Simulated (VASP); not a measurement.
Wanted: the native input for a VASP 6.6.1 run.

```
Task                   : single point
Functional             : LDA
Potentials or basis    : VASP PAW LDA potentials, release 64 (Pd)
Cutoff                 : 520 eV
k mesh                 : 9 × 9 × 14
Occupations            : fermi-dirac, width 0.1 eV
Spin                   : no spin polarisation
Dipole correction      : no
Further INCAR settings : ALGO = Normal; EDIFF = 1e-06; NBANDS = 22
```

The structure of Pd lies in POSCAR:

```
Pd
1.0
    4.4980971055      0.0000000000      0.0000000000
   -2.2490485528      3.8954663621      0.0000000000
    0.0000000000      0.0000000000      2.6757406495
Pd
3
Direct
    0.0000000000      0.0000000000      0.0000000000
    0.3333333333      0.6666666667      0.5000000000
    0.6666666667      0.3333333333      0.5000000000
```

This isn't the form of Pd at room conditions, which is fcc.

The input as run:

INCAR

```
SYSTEM = Pd
PREC = Accurate
ENCUT = 520
EDIFF = 1E-6
ISMEAR = -1
SIGMA = 0.1
LREAL = .False.
LASPH = .True.
NELM = 60
ALGO = Normal
ISIF = 2
LWAVE = .False.
LCHARG = .False.
NBANDS = 22
```

KPOINTS

```
regular mesh
0
Gamma
  9 9 14
  0 0 0
```

Potentials or basis: VASP PAW LDA potentials, release 64 (Pd).

The run is started by

```sh
$ cat potpaw_LDA.64/Pd/POTCAR > POTCAR
$ mpirun -np 1 vasp_std > vasp.out
```

Results of the run:

| Item | Value |
| --- | --- |
| Pressure | -13.2 GPa |
| Band gap on the k mesh | zero (bands 15 and 16 overlap by 0.90 eV) |

Caveat: the cell stands under tension.

Run time: 100 s on 1 thread of Intel Xeon 8259CL (shared host), peak memory 0.2 GiB.
